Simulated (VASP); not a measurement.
Mg:

```
Mg
1.0
     3.20930    0.00000    0.00000
    -1.60465    2.77934    0.00000
     0.00000    0.00000    5.21030
Mg
2
Direct
  0.66667 0.33333 0.75000
  0.33333 0.66667 0.25000
```

```yaml
Program: VASP 6.6.1
Task: relaxation of cell and atoms
Functional: PBEsol
Potentials_or_basis: VASP PAW PBE potentials, release 64 (Mg)
Cutoff: 600 eV
k_mesh: 10 × 10 × 5
Occupations: fermi-dirac, width 0.05 eV
Spin: no spin polarisation
```

At the start: pressure -1.1 GPa; volume 23.24 Å³/atom.

How do energy, volume and symmetry change on relaxing?

Over 7 steps the energy falls by 4.8 meV/atom and the volume is 22.55 Å³/atom (-3.0 %); space group P6_3/mmc (No. 194, to 0.05 Å).

The path:
| step | energy change (eV) | largest force (eV/Å) | pressure (GPa) | volume (Å³) |
| --- | --- | --- | --- | --- |
| 1 | 0.0000 | 0.0000 | -1.10 | 46.47 |
| 2 | -0.0065 | 0.0000 | -0.28 | 45.41 |
| 3 | -0.0076 | 0.0000 | 0.23 | 44.81 |
| 4 | -0.0091 | 0.0000 | 0.22 | 44.83 |
| 5 | -0.0094 | 0.0000 | 0.21 | 44.85 |
| 6 | -0.0094 | 0.0000 | 0.21 | 44.85 |
| 7 | -0.0096 | 0.0000 | 0.00 | 45.09 |

Final structure:
```cif
data_structure
_symmetry_space_group_name_H-M 'P 1'
_symmetry_Int_Tables_number 1
_cell_length_a 3.1470
_cell_length_b 3.1470
_cell_length_c 5.2579
_cell_angle_alpha 90.000
_cell_angle_beta 90.000
_cell_angle_gamma 120.000
_cell_volume 45.09
loop_
_atom_site_label
_atom_site_type_symbol
_atom_site_fract_x
_atom_site_fract_y
_atom_site_fract_z
_atom_site_occupancy
Mg1 Mg 0.66667 0.33333 0.75000 1
Mg2 Mg 0.33333 0.66667 0.25000 1
```

Caveat: the PAW data sets were made with another functional, which shifts forces and pressure a little.
